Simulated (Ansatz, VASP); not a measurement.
## Ge: VASP beside Ansatz

```
Ge
1.0
     1.39715   -2.60052    0.00000
     1.39715    2.60052    0.00000
     0.00000    0.00000    2.69823
Ge
1
Direct
  0.50000 0.50000 0.00000
```

Alike in both runs: task single point; functional PBE; k mesh 11 × 11 × 10; occupations gaussian, width 0.023 eV; no spin polarisation.

|  | VASP | Ansatz |
| --- | --- | --- |
| version | VASP 6.6.1 | Ansatz 0.2.0 |
| potentials or method | VASP PAW PBE potentials, release 64 (Ge_d) | Ansatz PAW |
| plane-wave cutoff (eV) | 520 | 420 |
| valence electrons in the cell | 14 | 14 |

|  | VASP | Ansatz | Ansatz less VASP |
| --- | --- | --- | --- |
| gap on the k mesh at the Fermi level (eV) | none | none | - |
| pressure (GPa) | -0.8 | -0.6 | +0.19 |
| traceless stress, the component that is largest in VASP (GPa) | -2.17 | -2.18 | -0.010 |

A gap of «none» marks a metal or a gap that the smearing closes. With one functional, cell and mesh, what is left measures potentials, basis and numerics.
